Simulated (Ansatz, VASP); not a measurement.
## Lu: VASP beside Ansatz

The input POSCAR:

```
Lu
1.0
   -1.9541071100      1.9541071100      1.9541071100
    1.9541071100     -1.9541071100      1.9541071100
    1.9541071100      1.9541071100     -1.9541071100
Lu
1
Direct
    0.0000000000      0.0000000000      0.0000000000
```

The input INCAR.step1:

```
SYSTEM = Lu
PREC     = Accurate       ! precision mode
ENCUT    = 660            ! plane-wave cutoff, eV
ISMEAR   = -1             ! smearing method
SIGMA    = 0.05           ! smearing width, eV
LREAL    = .False.        ! projectors in reciprocal space
LASPH    = .True.         ! aspherical terms in the spheres
NELM     = 120            ! most SCF steps
NBANDS   = 18             ! bands
GGA      = PE             ! functional
ALGO     = Normal         ! electronic algorithm
EDIFF    = 1E-5           ! SCF threshold, eV
LWAVE    = .True.         ! write WAVECAR
LCHARG   = .False.        ! write CHGCAR
GGA_COMPAT= .False.
```

Contents of INCAR.step2:

```
SYSTEM = Lu
PREC     = Accurate       ! precision mode
ENCUT    = 660            ! plane-wave cutoff, eV
EDIFF    = 1E-6           ! SCF threshold, eV
ISMEAR   = -1             ! smearing method
SIGMA    = 0.05           ! smearing width, eV
LREAL    = .False.        ! projectors in reciprocal space
LASPH    = .True.         ! aspherical terms in the spheres
NELM     = 120            ! most SCF steps
ALGO     = Normal         ! electronic algorithm
ISIF     = 2              ! what is computed and relaxed
LWAVE    = .False.        ! write WAVECAR
LCHARG   = .False.        ! write CHGCAR
METAGGA  = R2SCAN         ! meta-GGA
LMIXTAU  = .True.       
NBANDS   = 18             ! bands
ISTART   = 1            
GGA_COMPAT= .False.
```

Contents of KPOINTS:

```
Automatic mesh
0
Gamma
  10 10 10
  0 0 0
```

input.yaml

```yaml
crystal:
  lattice: { a: 3.90821422, b: 3.90821422, c: 3.90821422, alpha: 90.0, beta: 90.0, gamma: 90.0 }
  space_group: 229
  reduce_to_primitive: true
  atoms:
    - { symbol: Lu, wyckoff: "2a", position: [0.0, 0.0, 0.0] }
hamiltonian:
  xc: r2scan
  pseudopotentials: { kind: paw, level: accurate }
kpoints:
  mp_grid: { grid: [10, 10, 10] }
scf:
  occupations: { method: fermi_dirac, width: 0.05 }
  n_extra_bands: 6
output:
  forces: true
  stress: true
  eigenvalues: true
  dos: { projected: true, de: 0.05, nscf_kmesh: { grid: [15, 15, 15] } }
  write_density: true
  write_potential: true
  elf: true
  volumetric_format: npy
```

Alike in both runs: functional r2SCAN; k mesh 10 × 10 × 10; occupations fermi-dirac, width 0.05 eV; no spin polarisation.

```csv
,VASP,Ansatz
version,VASP 6.6.1,Ansatz 0.2.0
potentials or method,"VASP PAW PBE potentials, release 64 (Lu)",Ansatz PAW earlier set
plane-wave cutoff (eV),660,760
valence electrons in the cell,25,25
task,single point,projected density of states
```

```csv
,VASP,Ansatz,Ansatz less VASP
gap on the k mesh at the Fermi level (eV),none,none,-
pressure (GPa),-0.2,-0.5,-0.29
```

VASP's potentials were made for PBE, not for r2SCAN. A gap of «none» marks a metal or a gap that the smearing closes.

Neither program's run includes spin-orbit coupling.
